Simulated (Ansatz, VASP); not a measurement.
One calculation of Si, two programs

```
CELL_PARAMETERS angstrom
-3.32544 3.32544 1.92239
3.32544 -3.32544 1.92239
3.32544 3.32544 -1.92239
ATOMIC_POSITIONS crystal
Si 0.17880 0.17880 0.35760
Si 0.82120 0.82120 0.64240
Si 0.17880 0.82120 0.00000
Si 0.82120 0.17880 0.00000
```

Alike in both runs: task single point; functional r2SCAN; k mesh 6 × 6 × 6; occupations gaussian, width 0.1 eV; no spin polarisation.

|  | VASP | Ansatz |
| --- | --- | --- |
| version | VASP 6.6.1 | Ansatz 0.2.0 |
| potentials or method | VASP PAW PBE potentials, release 64 (Si), cutoff 520 eV | scalar-relativistic, plane waves, PAW |
| valence electrons in the cell | 16 | 16 |

Ansatz gave:

```
gap on the k mesh at the Fermi level (eV) : 0.39
least direct gap on the mesh (eV)         : 0.57
pressure (GPa)                            : 0.1
```

Question: What did VASP give for the same quantities?

Answer: gap on the k mesh at the Fermi level (eV): 0.41; least direct gap on the mesh (eV): 0.59; pressure (GPa): -0.1.

VASP's potentials were made for PBE, not for r2SCAN.
